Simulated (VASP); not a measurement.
Runs of VASP 6.6.1 on RuSe. The structure is that of space group F-43m (No. 216), or close to it. The cells are those of the table. 

```csv
cell,smearing,gap on the mesh (eV),pressure (GPa)
"a = 3.819 Å, angles 60.0°, 2 atoms",gaussian 0.05 eV,none,7.8
"a = 3.892 Å, angles 60.0°, 2 atoms",gaussian 0.01 eV,none,0.1
"a = 4.083 Å, angles 60.0°, 2 atoms",gaussian 0.05 eV,none,(a)
"a = 3.839 Å, angles 60.0°, 2 atoms",gaussian 0.05 eV,none,(b)
"a = 4.018 Å, angles 60.0°, 2 atoms",gaussian 0.05 eV,none,-8.8
"a = 3.866 Å, angles 60.0°, 2 atoms",gaussian 0.05 eV,none,2.6
"a = 3.892 Å, angles 60.0°, 2 atoms",gaussian 0.05 eV,none,0.1
"a = 3.981 Å, angles 60.0°, 2 atoms",gaussian 0.05 eV,none,(c)
"a = 3.973 Å, angles 60.0°, 2 atoms",gaussian 0.05 eV,none,-6.2
"a = 3.943 Å, angles 60.0°, 2 atoms",gaussian 0.05 eV,none,-4.1
"a = 3.918 Å, angles 60.0°, 2 atoms",gaussian 0.05 eV,none,-2.1
"a = 3.886 Å, angles 60.0°, 2 atoms",gaussian 0.05 eV,none,0.6
```

Alike in all rows: task single point; level PBE; potentials or basis VASP PAW PBE potentials, release 64 (Ru_pv, Se); no spin polarisation; k mesh 10 × 10 × 10; cutoff (eV) 520.

**Question.** Estimate the missing entries.

**Answer.** (a) -11.8; (b) 5.5; (c) -6.7.

A k mesh can miss the band edges, and the runs leave out spin-orbit coupling on Ru, Se.

A gap of «none» marks levels without a gap at the run's occupations.
